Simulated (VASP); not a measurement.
## NiO2: single point with PBEsol

Crystal: NiO2.

```
Ni O
1.0
     2.62034    0.00000    0.00000
    -1.31017    2.26928    0.00000
     0.00000    0.00000    5.50948
Ni O
1 2
Direct
  0.00000 0.00000 0.50000
  0.66667 0.33333 0.69121
  0.33333 0.66667 0.30879
```

This cell differs from its parent crystal: ratio of the length along z to the lengths across it x 1.2, volume and fractional coordinates fixed.

```json
{
 "Program": "VASP 6.6.1",
 "Task": "single point",
 "Functional": "PBEsol",
 "Potentials or basis": "VASP PAW PBE potentials, release 64 (Ni_sv_GW, O)",
 "Cutoff": "700 eV",
 "k mesh": "12 × 12 × 6",
 "Occupations": "gaussian, width 0.05 eV",
 "Spin": "no spin polarisation",
 "Dipole correction": "no",
 "Further INCAR settings": "ALGO = Normal; EDIFF = 1e-06; NBANDS = 22"
}
```

```
Pressure               : 10.5 GPa
Largest force          : 0.739 eV/Å
Band gap on the k mesh : 1.39 eV (least direct gap 1.46 eV)
```

Forces in eV/Å, atoms in the order of the input:
```
Ni   0.000  0.000  0.000
O    0.000  0.000 -0.739
O    0.000  0.000  0.739
```

Stress tensor (GPa, compression positive):
```
19.83  0.00  0.00
 0.00 19.83  0.00
 0.00  0.00 -8.22
```

Levels at points of the mesh, in eV from the valence-band top:
```
           k point  band 13  band 14  band 15  band 16  band 17  band 18
(0.00, 0.00, 0.00)    -0.55    -0.52    -0.52     2.56     2.56     8.07
(0.50, 0.00, 0.00)    -1.78    -1.32    -0.57     2.24     2.44    12.38
(0.00, 0.00, 0.50)    -0.53    -0.53    -0.34     2.56     2.56     9.91
(0.50, 0.00, 0.50)    -1.81    -1.32    -0.58     2.25     2.42    11.97
```

Wall time 53 s on 1 thread of Intel(R) Xeon(R) 6975P-C (Granite Rapids), with other jobs on the host, peak memory 0.27 GiB.

Caveat: the stress differs along the axes, from -8 to 20 GPa; the PAW data sets were made with another functional, which shifts forces and pressure a little; the run has no spin polarisation, though such a crystal can be magnetic. Spin polarisation is off, so any magnetic state and its effect on volume and gap are missing.
